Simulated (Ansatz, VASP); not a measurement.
MgS: VASP beside Ansatz

INCAR

```
SYSTEM = MgS
ALGO = Normal
EDIFF = 1E-7
EDIFFG = -0.002
ENCUT = 600
GGA = PS
GGA_COMPAT = .FALSE.
IBRION = 2
ISIF = 3
ISMEAR = 0
LASPH = .TRUE.
LCHARG = .FALSE.
LREAL = .FALSE.
LWAVE = .FALSE.
NELM = 120
NELMIN = 4
NSW = 100
PREC = Accurate
SIGMA = 0.02
```

The input KPOINTS:

```
k-points
0
G
  8 8 8
  0 0 0
```

POSCAR

```
MgS
1.0
    0.0000000000      2.8331200500      2.8331200500
    2.8331200500      0.0000000000      2.8331200500
    2.8331200500      2.8331200500      0.0000000000
Mg S
1 1
Direct
    0.0000000000      0.0000000000      0.0000000000
    0.2500000000      0.2500000000      0.2500000000
```

Input for Ansatz:

```yaml
crystal:
  lattice:
    - [0.0, 2.83312005, 2.83312005]
    - [2.83312005, 0.0, 2.83312005]
    - [2.83312005, 2.83312005, 0.0]
  atoms:
    - { symbol: Mg, position: [0.0, 0.0, 0.0] }
    - { symbol: S, position: [0.25, 0.25, 0.25] }
basis:
  ecutwfc: 420
kpoints:
  mp_grid: { grid: [8, 8, 8] }
hamiltonian:
  xc: pbesol
  pseudopotentials: { kind: paw }
scf:
  occupations: { method: gaussian, width: 0.02 }
output:
  forces: true
  stress: true
  eigenvalues: true
  write_density: true
  write_potential: true
  elf: true
  volumetric_format: npy
relax:
  adjacent_minimum: "off"
  f_tol: 0.002
  max_steps: 80
  cell: { stress_tol: 0.02 }
```

Alike in both runs: task relaxation of cell and atoms; functional PBEsol; k mesh 8 × 8 × 8; occupations gaussian, width 0.02 eV; no spin polarisation.

|  | VASP | Ansatz |
| --- | --- | --- |
| version | VASP 6.6.1 | Ansatz 0.2.0 |
| potentials or method | VASP PAW PBE potentials, release 64 (Mg, S), cutoff 600 eV | scalar-relativistic, plane waves, PAW |
| valence electrons in the cell | 8 | 16 |

```tsv
	VASP	Ansatz	Ansatz less VASP
gap on the k mesh at the Fermi level, each at its own relaxed structure (eV)	3.33	3.32	-0.008
relaxed volume (Å³/atom)	22.54	22.57	+0.026
relaxed length of the cell vector where the two differ most in proportion (Å)	3.995	3.996	+0.0015
```

VASP's potentials were made for PBE, not for PBEsol. VASP's potentials hold 8 valence electrons a cell and Ansatz's 16, so a difference there can come from the potentials and not from the codes.
